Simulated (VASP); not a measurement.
Runs of VASP 6.6.1 on MgTe4. The structure is that of space group Pm-3m (No. 221), or close to it. The cells are those of the table. The cell was built from a structure type or drawn by symmetry, and may not be a known phase.

```csv
task,cell,k mesh,cutoff (eV),gap on the mesh (eV),pressure (GPa),relaxed volume (Å³/atom)
relaxation of cell and atoms,"relaxed from a = 5.253 Å, 5 atoms",4 × 4 × 4,600,none,0.1,38.65
single point,"a = 5.253 Å, 5 atoms",4 × 4 × 4,520,none,18.4,-
single point,"a = 5.788 Å, 5 atoms",4 × 4 × 4,520,none,0.0,-
single point,"a = 5.762 Å, 5 atoms",8 × 8 × 8,520,none,0.0,-
relaxation of cell and atoms,"relaxed from a = 5.788 Å, 5 atoms",8 × 8 × 8,600,none,0.0,(a)
```

Alike in all rows: level PBE; potentials or basis VASP PAW PBE potentials, release 64 (Mg, Te); no spin polarisation; smearing gaussian 0.1 eV.

Problem. Fill in the values left out.

Solution. (a) 38.20.

Caveats: spin-orbit coupling is left out, which moves the levels of the heavy elements; semilocal functionals underestimate gaps, so a narrow gap can read as zero (at least some runs); the volume moved by over 15 % at a fixed basis, so the end points are rough (at least some runs); the cell stands under pressure (at least some runs).

A k mesh can miss the band edges, and the runs leave out spin-orbit coupling on Te.

A gap of «none» marks levels without a gap at the run's occupations.
